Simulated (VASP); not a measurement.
Set up this calculation in VASP 6.6.1, as the native input.

| Property | Result |
| --- | --- |
| Task | single point |
| Functional | PBE exchange alone |
| Potentials or basis | VASP PAW PBE potentials, release 64 (Te, Cd) |
| Cutoff | 520 eV |
| k mesh | 7 × 7 × 7 |
| Occupations | fermi-dirac, width 0.05 eV |
| Spin | no spin polarisation |
| Dipole correction | no |
| Further INCAR settings | ALGO = Normal; EDIFF = 1e-06; NBANDS = 16 |

The structure of CdTe lies in POSCAR:

```
CdTe
1.0
    0.0000000000      3.2050000000      3.2050000000
    3.2050000000      0.0000000000      3.2050000000
    3.2050000000      3.2050000000      0.0000000000
Te Cd
1 1
Direct
    0.7500000000      0.7500000000      0.7500000000
    0.0000000000      0.0000000000      0.0000000000
```

One way to write it, as run:

INCAR

```
SYSTEM = CdTe
AGGAC = 0.0
ALDAC = 0.0
ALGO = Normal
EDIFF = 1E-6
ENCUT = 520
GGA = PE
ISIF = 2
ISMEAR = -1
LASPH = .TRUE.
LCHARG = .FALSE.
LREAL = .FALSE.
LWAVE = .FALSE.
NBANDS = 16
NELM = 80
PREC = Accurate
SIGMA = 0.05
```

KPOINTS

```
k-points
0
G
  7 7 7
  0 0 0
```

Potentials or basis: VASP PAW PBE potentials, release 64 (Te, Cd).

Run with:

```console
$ cat potpaw_PBE.64/Te/POTCAR potpaw_PBE.64/Cd/POTCAR > POTCAR
$ mpirun -np 1 vasp_std > vasp.out
```

It gave:

```yaml
Pressure: 11.7 GPa
Band_gap_on_the_k_mesh: 0.83 eV, direct
```

Caveat: spin-orbit coupling is left out, which moves the levels of the heavy elements.

It took 18 s on 1 thread of AMD EPYC 9R45 96-Core Processor (Zen 5) (shared host), peak memory 0.18 GiB.
